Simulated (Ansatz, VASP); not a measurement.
**Ti in VASP and in Ansatz**

Contents of INCAR:

```
ALGO     = Normal         # electronic algorithm
EDIFF    = 1E-6           # SCF threshold, eV
ENCUT    = 500            # plane-wave cutoff, eV
GGA      = CA             # functional
GGA_COMPAT= F            
ISIF     = 2              # what is computed and relaxed
ISMEAR   = -1             # smearing method
LASPH    = T              # aspherical terms in the spheres
LCHARG   = T              # write CHGCAR
LELF     = T              # ELF
LREAL    = F              # projectors in reciprocal space
LVHAR    = T            
LWAVE    = F              # write WAVECAR
NBANDS   = 12             # bands
NELM     = 120            # most SCF steps
PREC     = Accurate       # precision mode
SIGMA    = 0.2            # smearing width, eV
```

File KPOINTS:

```
k-points
0
Gamma
  8 8 8
```

POSCAR

```
Ti
1.0
    0.0000000000      2.0333777101      2.0333777101
    2.0333777101      0.0000000000      2.0333777101
    2.0333777101      2.0333777101      0.0000000000
Ti
1
Direct
    0.0000000000      0.0000000000      0.0000000000
```

Input for Ansatz:

```yaml
crystal:
  lattice:
    - [0.0, 2.0333777100560035, 2.0333777100560035]
    - [2.0333777100560035, 0.0, 2.0333777100560035]
    - [2.0333777100560035, 2.0333777100560035, 0.0]
  atoms:
    - { symbol: Ti, position: [0.0, 0.0, 0.0] }
basis:
  ecutwfc: 540.0
  xc_grid: 2
kpoints:
  mp_grid:
    grid: [8, 8, 8]
hamiltonian:
  xc: lda
scf:
  convergence:
    dr2_threshold: 1.0e-09
  mixing:
    algorithm: anderson
  occupations:
    method: fermi_dirac
    width: 0.2
output:
  forces: true
  stress: true
```

Alike in both runs: task single point; functional LDA; k mesh 8 × 8 × 8; occupations fermi-dirac, width 0.2 eV; no spin polarisation.

|  | VASP | Ansatz |
| --- | --- | --- |
| version | VASP 6.6.1 | Ansatz 0.2.0 |
| potentials or method | VASP PAW LDA potentials, release 64 (Ti_sv), cutoff 500 eV | plane waves, PAW |
| valence electrons in the cell | 12 | 12 |

VASP gave:

- pressure (GPa): -4.4

Question: Which values does Ansatz return?

Answer: Pressure (GPa): -4.2.

LDA's correlation is that of Perdew and Zunger in VASP and of Perdew and Wang (1992) in Ansatz. Ansatz's warnings: stress scf threshold loose.
